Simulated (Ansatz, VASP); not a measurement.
**One calculation of Ti, two programs**

The input INCAR:

```
  PREC = Accurate
  ENCUT = 520
  EDIFF = 1E-6
  ISMEAR = 0
  SIGMA = 0.15
  LREAL = F
  LASPH = T
  NELM = 60
  ALGO = Fast
  ISIF = 2
  LWAVE = F
  LCHARG = F
  GGA = PE
  NBANDS = 12
```

The input KPOINTS:

```
regular mesh
0
Gamma
  22 22 22
```

Contents of POSCAR:

```
Ti
1.0
   -1.5875720779      1.5875720779      1.7107676712
    1.5875720779     -1.5875720779      1.7107676712
    1.5875720779      1.5875720779     -1.7107676712
Ti
1
Direct
    0.0000000000      0.0000000000      0.0000000000
```

Input for Ansatz:

```yaml
crystal:
  lattice:
    - [-1.5875720779, 1.5875720779, 1.7107676712]
    - [1.5875720779, -1.5875720779, 1.7107676712]
    - [1.5875720779, 1.5875720779, -1.7107676712]
  atoms:
    - { symbol: Ti, position: [0.0, 0.0, 0.0] }
basis:
  ecutwfc: 520.0
kpoints:
  mp_grid: { grid: [22, 22, 22] }
hamiltonian:
  xc: pbe
  pseudopotentials: { kind: paw, azcp: { folder: soft_1 } }
scf:
  occupations: { method: gaussian, width: 0.15 }
output:
  forces: true
  stress: true
  eigenvalues: true
  write_density: true
  write_potential: true
  elf: true
  volumetric_format: npy
```

Alike in both runs: task single point; functional PBE; k mesh 22 × 22 × 22; occupations gaussian, width 0.15 eV; no spin polarisation.

```csv
,VASP,Ansatz
version,VASP 6.6.1,Ansatz 0.2.0
potentials or method,"VASP PAW PBE potentials, release 64 (Ti_sv), cutoff 520 eV","scalar-relativistic, plane waves, PAW"
valence electrons in the cell,12,12
```

|  | VASP | Ansatz | Ansatz less VASP |
| --- | --- | --- | --- |
| gap on the k mesh at the Fermi level (eV) | none | none | - |
| pressure (GPa) | -0.1 | 0.2 | +0.30 |
| traceless stress, the component that is largest in VASP (GPa) | 1.01 | 1.00 | -0.007 |

A gap of «none» marks a metal or a gap that the smearing closes. With one functional, cell and mesh, what is left measures potentials, basis and numerics.
